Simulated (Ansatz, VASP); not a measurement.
**One calculation of Fe, two programs**

Contents of INCAR:

```
PREC = Accurate ; ENCUT = 520
EDIFF = 1E-6 ; ISMEAR = -1
SIGMA = 0.05 ; LREAL = F
LASPH = T ; NELM = 150
ALGO = Normal ; ISIF = 2
LWAVE = F ; LCHARG = F
ISPIN = 2 ; MAGMOM = 3 3
LORBIT = 11 ; LMAXMIX = 4
GGA = PE ; NBANDS = 19
```

Contents of KPOINTS:

```
regular mesh
0
Gamma
  11 11 7
```

File POSCAR:

```
Fe
1.0
   -1.4430000000      1.4430000000      1.4430000000
    1.4430000000     -1.4430000000      1.4430000000
    2.8860000000      2.8860000000      0.0000000000
Fe
2
Direct
    0.0000000000      0.0000000000      0.0000000000
    0.5000000000      0.5000000000      0.5000000000
```

Input for Ansatz:

```yaml
crystal:
  lattice:
    - [-1.443, 1.443, 1.443]
    - [1.443, -1.443, 1.443]
    - [2.886, 2.886, 0.0]
  atoms:
    - { symbol: Fe, position: [0.0, 0.0, 0.0], spin: 3.0 }
    - { symbol: Fe, position: [0.5, 0.5, 0.5], spin: 3.0 }
magnetization:
  spin_polarized: true
kpoints:
  mp_grid: { grid: [11, 11, 7] }
scf:
  occupations: { method: fermi_dirac, width: 0.05 }
  lower_state_search: "off"
hamiltonian:
  xc: pbe
  pseudopotentials: { kind: paw }
output:
  forces: true
  stress: true
  eigenvalues: true
```

Alike in both runs: task single point; functional PBE; k mesh 11 × 11 × 7; occupations fermi-dirac, width 0.05 eV; collinear spin.

|  | VASP | Ansatz |
| --- | --- | --- |
| version | VASP 6.6.1 | Ansatz 0.2.0 |
| potentials or method | VASP PAW PBE potentials, release 64 (Fe) | PAW with Ansatz's default frozen-core files, scalar-relativistic |
| plane-wave cutoff (eV) | 520 | 420 |
| valence electrons in the cell | 16 | 32 |

```csv
,VASP,Ansatz,Ansatz less VASP
pressure (GPa),-9.5,-9.6,-0.07
"traceless stress, the component that is largest in VASP (GPa)",0.11,0.13,+0.022
net moment per atom (μB),2.28,2.26,-0.019
size of the moment on the site where the two differ most (μB),2.29,2.31,+0.029
```

Site moments also hang on the region over which each program counts them. The functional is the same, so the differences come from potentials, cutoffs and numerics. VASP's potentials hold 16 valence electrons a cell and Ansatz's 32, so a difference there can come from the potentials and not from the codes.
